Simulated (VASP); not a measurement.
# In3GaSb2N2 (Pm) in VASP: single point with PBE

Aim: the single point of In3GaSb2N2 with PBE.

Program: VASP 6.6.1. These are calculated values, not measurements. Logs are shortened: lines on timing, memory, paths and dates and some standing lists are left out, and cuts for length are marked.

## (1) The cell of the first run

Symmetry: Pm, No. 6, monoclinic system. Conventional cell: a = 5.845 Å, b = 3.239 Å, c = 9.578 Å, α = 90.00°, β = 90.98°, γ = 90.00°. Within 2.8 Å of In (site symmetry m) lie 3 N at 2.14 to 2.22 Å. In (site symmetry m) has 1 N at 2.28 Å and 1 Sb at 3.00 Å within 3.0 Å. In (site symmetry m) has 1 N at 2.21 Å within 2.9 Å. Ga (site symmetry m) has 3 N at 1.96 to 1.97 Å within 2.6 Å. Sb (site symmetry m) has 5 In at 2.93 to 3.82 Å and 2 Sb at 3.24 Å within 3.9 Å. Sb (site symmetry m) has 1 Ga at 2.83 Å and 2 In at 2.95 to 2.99 Å and 2 Sb at 3.24 Å and 1 N at 3.69 Å within 3.7 Å. N (site symmetry m) has 1 Ga at 1.97 Å and 3 In at 2.14 to 2.21 Å within 2.6 Å. Within 2.6 Å of N (site symmetry m) lie 2 Ga at 1.96 Å and 2 In at 2.22 to 2.28 Å.

## (2) Single point, PBE

INCAR reads:

```
SYSTEM = In3GaSb2N2
  PREC = Accurate
  ENCUT = 520
  EDIFF = 1E-7
  ISMEAR = 0
  SIGMA = 0.1
  LREAL = .False.
  LASPH = .True.
  NELM = 80
  ALGO = Normal
  ISIF = 2
  LWAVE = .False.
  LCHARG = .False.
  GGA = PE
  NBANDS = 46
```

KPOINTS reads:

```
regular mesh
0
Gamma
  6 10 4
  0 0 0
```

POSCAR reads:

```
In3GaSb2N2
1.0
    5.8453426474      0.0000000000      0.0157654187
    0.0000000000      3.2390905730      0.0000000000
   -0.1896250792      0.0000000000      9.5756683532
In Ga Sb N
3 1 2 2
Direct
    0.5077177740      0.5000000000      0.8643880614
    0.9490159834      0.5000000000      0.6418874134
    0.4273473683      0.0000000000      0.1994374615
    0.0116075671      0.0000000000      0.9644778900
    0.4420911866      0.5000000000      0.5607801792
    0.9254570507      0.0000000000      0.2538232426
    0.3492233635      0.0000000000      0.9725649404
    0.8875397063      0.5000000000      0.8758408115
```

Potentials or basis: VASP PAW PBE potentials, release 64 (In_d, Ga_d, Sb, N).

Launch:

```sh
$ cat potpaw_PBE.64/In_d/POTCAR potpaw_PBE.64/Ga_d/POTCAR potpaw_PBE.64/Sb/POTCAR potpaw_PBE.64/N/POTCAR > POTCAR
$ mpirun -np 1 vasp_std > vasp.out
```

OUTCAR:

```text
SYSTEM = In3GaSb2N2
   PREC = Accurate
   ENCUT = 520
   EDIFF = 1E-7
   ISMEAR = 0
   LREAL = .False.
   LASPH = .True.
   NELM = 80
   ISIF = 2
   GGA = PE

 ion  position               nearest neighbor table
   1  0.508  0.500  0.864-   7 2.14   7 2.14   8 2.22   5 2.93   2 3.37   4 3.47   4 3.47   3 3.63
                             3 3.63   2 3.87
   2  0.949  0.500  0.642-   8 2.28   5 3.00   5 3.05   1 3.37   1 3.87
   3  0.427  0.000  0.199-   7 2.21   6 2.95   6 2.99   4 3.28   1 3.63   1 3.63   5 3.82   5 3.82

   4  0.012  0.000  0.964-   8 1.96   8 1.96   7 1.97   6 2.83   3 3.28   1 3.47   1 3.47
   5  0.442  0.500  0.561-   1 2.93   2 3.00   2 3.05   3 3.82   3 3.82
   6  0.925  0.000  0.254-   4 2.83   3 2.95   3 2.99
   7  0.349  0.000  0.973-   4 1.97   1 2.14   1 2.14   3 2.21
   8  0.888  0.500  0.876-   4 1.96   4 1.96   1 2.22   2 2.28

  LATTYP: Found a simple monoclinic cell.
 ALAT       =     5.8453639077
 B/A-ratio  =     0.5541298410
 C/A-ratio  =     1.6384857939
 COS(beta)  =    -0.0171022977

  Lattice vectors:

 A1 = (   5.8453426474,   0.0000000000,   0.0157654187)
 A2 = (   0.0000000000,   3.2390905730,   0.0000000000)
 A3 = (  -0.1896250792,   0.0000000000,   9.5756683532)

Analysis of symmetry for initial positions (statically):
=====================================================================
 Subroutine PRICEL returns:
 Original cell was already a primitive cell.

 Routine SETGRP: Setting up the symmetry group for a
 simple monoclinic supercell.

 Subroutine GETGRP returns: Found  2 space group operations
 (whereof  2 operations were pure point group operations)
 out of a pool of  4 trial point group operations.

The static configuration has the point symmetry C_1h.

Analysis of symmetry for dynamics (positions and initial velocities):
=====================================================================
 Subroutine PRICEL returns:
 Original cell was already a primitive cell.

 Routine SETGRP: Setting up the symmetry group for a
 simple monoclinic supercell.

 Subroutine GETGRP returns: Found  2 space group operations
 (whereof  2 operations were pure point group operations)
 out of a pool of  4 trial point group operations.

The dynamic configuration has the point symmetry C_1h.

 Subroutine INISYM returns: Found  2 space group operations
 (whereof  2 operations are pure point group operations),
 and found     1 'primitive' translations

----------------------------------------------------------------------------------------

                                     Primitive cell

  volume of cell :     181.3115

  direct lattice vectors                    reciprocal lattice vectors
     5.845342647  0.000000000  0.015765419     0.171067233  0.000000000  0.003387611
     0.000000000  3.239090573  0.000000000     0.000000000  0.308728632  0.000000000
    -0.189625079  0.000000000  9.575668353    -0.000281646  0.000000000  0.104425775

  length of vectors
     5.845363908  3.239090573  9.577545723     0.171100772  0.308728632  0.104426155

  position of ions in fractional coordinates (direct lattice)
     0.507717774  0.500000000  0.864388061
     0.949015983  0.500000000  0.641887413
     0.427347368  0.000000000  0.199437461
     0.011607567  0.000000000  0.964477890
     0.442091187  0.500000000  0.560780179
     0.925457051  0.000000000  0.253823243
     0.349223364  0.000000000  0.972564940
     0.887539706  0.500000000  0.875840811

  ion indices of the primitive-cell ions
   primitive index   ion index
                 1           1
                 2           2
                 3           3
                 4           4
                 5           5
                 6           6
                 7           7
                 8           8

----------------------------------------------------------------------------------------

 KPOINTS: regular mesh

Automatic generation of k-mesh.
 Grid dimensions read from file:
 generate k-points for:    6   10    4

 Generating k-lattice:

  Cartesian coordinates                     Fractional coordinates (reciprocal lattice)
     0.028511206  0.000000000  0.000564602     0.166666667  0.000000000  0.000000000
     0.000000000  0.030872863  0.000000000     0.000000000  0.100000000  0.000000000
    -0.000070411  0.000000000  0.026106444     0.000000000  0.000000000  0.250000000

  Length of vectors
     0.028516795  0.030872863  0.026106539

  Shift w.r.t. Gamma in fractional coordinates (k-lattice)
     0.000000000  0.000000000  0.000000000

 Subroutine IBZKPT returns following result:
 ===========================================

 Found     84 irreducible k-points:

 Following reciprocal coordinates:
            Coordinates               Weight
  0.000000  0.000000  0.000000      1.000000
  0.166667  0.000000  0.000000      2.000000
  0.333333  0.000000  0.000000      2.000000
  0.500000  0.000000 -0.000000      1.000000
  0.000000  0.100000  0.000000      2.000000
  0.166667  0.100000  0.000000      4.000000
[... 16 lines left out ...]
  0.333333  0.500000  0.000000      2.000000
  0.500000  0.500000 -0.000000      1.000000
 [... further k-points ...]
   k-points           NKPTS =     84   k-points in BZ     NKDIM =     84   number of bands    NBANDS=     46
   number of dos      NEDOS =    301   number of ions     NIONS =      8
   total plane-waves  NPLWV =  82944
   dimension x,y,z NGX =    48 NGY =   24 NGZ =   72
   dimension x,y,z NGXF=    96 NGYF=   48 NGZF=  144
   ions per type =               3   1   2   2
   NGX,Y,Z   is equivalent  to a cutoff of  13.65, 12.32, 12.50 a.u.
   NGXF,Y,Z  is equivalent  to a cutoff of  27.30, 24.64, 25.00 a.u.
 SYSTEM =  In3GaSb2N2
   PREC   = accura    normal or accurate (medium, high low for compatibility)
   ISTART =      0    job   : 0-new  1-cont  2-samecut
   ICHARG =      2    charge: 1-file 2-atom 10-const
   ISPIN  =      1    spin polarized calculation?
   LNONCOLLINEAR =      F non collinear calculations
   LSORBIT =      F    spin-orbit coupling
   LASPH  =      T    aspherical Exc in radial PAW
   ENCUT  =  520.0 eV  38.22 Ry    6.18 a.u.  10.87  6.02 17.81*2*pi/ulx,y,z
   NELM   =     80;   NELMIN=  2; NELMDL= -5     # of ELM steps
   EDIFF  = 0.1E-06   stopping-criterion for ELM
   LREAL  =      F    real-space projection
   EDIFFG = 0.1E-05   stopping-criterion for IOM
   NSW    =      0    number of steps for IOM
   IBRION =     -1    ionic relax: 0-MD 1-quasi-New 2-CG
   NFREE  =      0    steps in history (QN), initial steepest desc. (CG)
   ISIF   =      2    stress and relaxation
   ISYM   =      2    0-nonsym 1-usesym 2-fastsym
   POTIM  = 0.5000    time-step for ionic-motion
   TEBEG  =    0.0;   TEEND  =   0.0 temperature during run
   PSTRESS=    0.0 pullay stress
   NELECT =      72.0000    total number of electrons
   NUPDOWN=      -1.0000    fix difference up-down
   EMIN   =  10.00;   EMAX   =-10.00  energy-range for DOS
   EFERMI =   0.00;   METHOD = LEGACY
   ISMEAR =     0;   SIGMA  =   0.10  broadening in eV -4-tet -1-fermi 0-gaus
   EFERMI_NEDOS =   21; number of points for ismear=-14 and -15
   IALGO  =     38    algorithm
   IMIX   =      4    mixing-type and parameters
     AMIX     =   0.40;   BMIX     =  1.00
     AMIX_MAG =   1.60;   BMIX_MAG =  1.00
  volume/ion in A,a.u.               =      22.66       152.94
  Fermi-wavevector in a.u.,A,eV,Ry     =   1.203309  2.273925 19.700595  1.447953
  Thomas-Fermi vector in A             =   2.339066
   LORBIT       =      0    0 simple, 1 ext, 2 COOP (PROOUT), +10 PAW based schemes
   GGA     = PE    functional components
   LHFCALC =     F    Hartree Fock is set to
   AEXX    =    0.0000 exact exchange contribution
   IVDW    =     0    specifies the selected vdW correction
   LEPSILON=     F    determine dielectric tensor
   LRPA    =     F    only Hartree local field effects (RPA)
 non-spin polarized calculation
 Gauss-broadening in eV      SIGMA  =   0.10
  energy-cutoff  :      520.00
  volume of cell :      181.31
 maximum number of plane-waves:      4920
 NGX is ok and might be reduce to    48
   NGX = 21   NGY = 13   NGZ = 35

 number of electron      71.9999986 magnetization

 Free energy of the ion-electron system (eV)
  ---------------------------------------------------
  ext. energy  EPLUGINS =         0.00000000
  ---------------------------------------------------
  free energy    TOTEN  =       -34.84712892 eV

  energy without entropy =      -34.83602203  energy(sigma->0) =      -34.84157547

 E-fermi :   5.9781     XC(G=0):  -9.8386

 val. band max:        5.9618836059   @ k =   0.3333   0.5000   0.2500
 cond. band min:       5.9838338208   @ k =   0.1667   0.4000   0.0000
 fundamental gap:      0.0219502148
 Fermi energy:         5.9780888299

 k-point     1 :       0.0000    0.0000    0.0000
  band No.  band energies     occupation
      1      -9.6433      2.00000
      2      -9.5112      2.00000
      3      -8.6693      2.00000
      4      -8.6308      2.00000
      5      -8.4053      2.00000
      6      -8.3548      2.00000
[... 38 lines left out ...]
     45      12.6440      0.00000
     46      12.8928      0.00000

 k-point     2 :       0.1667    0.0000    0.0000
  band No.  band energies     occupation
      1      -9.6372      2.00000
      2      -9.5006      2.00000
      3      -8.6668      2.00000
      4      -8.6284      2.00000
      5      -8.3998      2.00000
      6      -8.3548      2.00000
[... 38 lines left out ...]
     45      12.3749      0.00000
     46      12.7952      0.00000

 k-point     3 :       0.3333    0.0000    0.0000
  band No.  band energies     occupation
      1      -9.6262      2.00000
      2      -9.4779      2.00000
      3      -8.6621      2.00000
      4      -8.6239      2.00000
      5      -8.3869      2.00000
      6      -8.3536      2.00000
[... 1018 lines left out ...]
     45      11.3445      0.00000
     46      11.5210      0.00000

 k-point    24 :       0.5000    0.5000   -0.0000
  band No.  band energies     occupation
      1      -9.6143      2.00000
      2      -9.4112      2.00000
      3      -8.5077      2.00000
      4      -8.4761      2.00000
      5      -8.4202      2.00000
      6      -8.4047      2.00000
[... 38 lines left out ...]
     45      10.8183      0.00000
     46      10.8835      0.00000

 [... further k-points ...]
[... 5 lines left out ...]
  --------------------------------------------------------------------------------------
  -------------------------------------------------------------------------------------
  Total        0.0531207      0.0341265      0.0813028      0.0000000      0.0000000     -0.0123299
  in kB        0.4694068      0.3015623      0.7184408      0.0000000      0.0000000     -0.1089547
  external PRESSURE =       0.4964699 kB  Pullay stress =       0.0000000 kB

 VOLUME and BASIS-vectors are now :
 -----------------------------------------------------------------------------
  energy-cutoff  :      520.00
  volume of cell :      181.31
      direct lattice vectors                 reciprocal lattice vectors
     5.845342647  0.000000000  0.015765419     0.171067233  0.000000000  0.003387611
     0.000000000  3.239090573  0.000000000     0.000000000  0.308728632  0.000000000
    -0.189625079  0.000000000  9.575668353    -0.000281646  0.000000000  0.104425775

 POSITION                                       TOTAL-FORCE (eV/Angst)
 -----------------------------------------------------------------------------------
      2.80387      1.61955      8.28510        -0.001063      0.000000     -0.012315
      5.42561      1.61955      6.16146         0.003545      0.000000     -0.016737
      2.46017      0.00000      1.91648         0.002570      0.000000      0.019095
     -0.11504      0.00000      9.23570         0.002983      0.000000      0.002142
      2.47784      1.61955      5.37681         0.001400      0.000000     -0.007165
      5.36148      0.00000      2.44512        -0.000391      0.000000      0.007233
      1.85691      0.00000      9.31846        -0.010663      0.000000      0.002665
      5.02189      1.61955      8.40075         0.001619      0.000000      0.005081
 -----------------------------------------------------------------------------------
    total drift:                                0.000285     -0.000000     -0.000040

  FREE ENERGIE OF THE ION-ELECTRON SYSTEM (eV)
  ---------------------------------------------------
  free  energy   TOTEN  =       -34.8471289187 eV

  energy  without entropy=      -34.8360220306  energy(sigma->0) =      -34.84157547
```

Wall time 25 min (1 thread of Oxide Virtual Turin-like, shared host); peak memory 0.69 GiB.

What came out:

```
Free energy            : -34.8471 eV
Pressure               : 0.0 GPa
Largest force          : 0.019 eV/Å
Band gap on the k mesh : zero (band 36 reaches 7.57 eV, above the bottom of band 37 at 5.21 eV)
```

Forces in eV/Å, atoms in the order of the input:
```
In  -0.001  0.000 -0.012
In   0.004  0.000 -0.017
In   0.003  0.000  0.019
Ga   0.003  0.000  0.002
Sb   0.001  0.000 -0.007
Sb   0.000  0.000  0.007
N   -0.011  0.000  0.003
N    0.002  0.000  0.005
```

Levels at points of the mesh, in eV from the Fermi level:
```tsv
k point	band 33	band 34	band 35	band 36	band 37	band 38	band 39	band 40
(0.00, 0.00, 0.00)	-1.98	-1.35	-0.90	-0.78	1.75	3.60	3.68	3.81
(0.50, 0.00, 0.00)	-1.93	-1.05	1.26	1.48	1.90	2.03	3.20	3.38
(0.00, 0.50, 0.00)	-1.28	-1.18	-1.08	-0.91	-0.17	-0.13	0.68	0.85
(0.50, 0.50, 0.00)	-1.66	-1.59	-1.45	-1.42	0.21	0.25	2.26	2.65
(0.00, 0.00, 0.50)	-1.74	-0.79	-0.78	-0.56	1.30	2.37	3.26	3.88
(0.50, 0.00, 0.50)	-1.05	-0.94	1.05	1.44	1.64	1.85	2.71	2.81
(0.00, 0.50, 0.50)	-1.27	-1.18	-0.92	-0.75	-0.38	-0.18	0.40	0.43
(0.50, 0.50, 0.50)	-1.97	-1.93	-1.14	-0.90	-0.64	-0.51	2.91	3.13
```

Caveat: spin-orbit coupling is left out, which moves the levels of the heavy elements.
